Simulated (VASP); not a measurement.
Runs of VASP 6.6.1 on Zn. The structure is that of space group Fm-3m (No. 225), or close to it. The cells are those of the table. 

| cell | k mesh | gap on the mesh (eV) | pressure (GPa) |
| --- | --- | --- | --- |
| a = 2.684, b = 2.670, c = 2.653 Å, angles 60.6, 60.5, 60.8°, 1 atom | 16 × 16 × 16 | none | 4.0 |
| a = 2.912 Å, angles 60.0°, 1 atom | 18 × 18 × 18 | none | -10.4 |
| a = 2.755, b = 2.759, c = 2.747 Å, angles 59.7, 60.2, 60.2°, 1 atom | 16 × 16 × 16 | none | (a) |
| a = 2.692 Å, angles 60.0°, 1 atom | 18 × 18 × 18 | none | (b) |
| a = 2.853, b = 2.774, c = 2.816 Å, angles 60.0, 59.3, 61.1°, 1 atom | 16 × 16 × 16 | none | -6.9 |
| a = 2.697 Å, angles 60.0°, 1 atom | 18 × 18 × 18 | none | 2.2 |

Alike in all rows: task single point; level PBEsol; potentials or basis VASP PAW PBE potentials, release 64 (Zn); no spin polarisation; cutoff (eV) 520; smearing gaussian 0.1 eV.

**Question.** Fill in the values left out.

**Answer.** (a) -3.2; (b) 2.8.

Caveats: the PAW data sets were made with another functional, which shifts forces and pressure a little; the cell stands under tension (at least some runs); the cell stands under pressure (at least some runs).

A gap of «none» marks levels without a gap at the run's occupations.
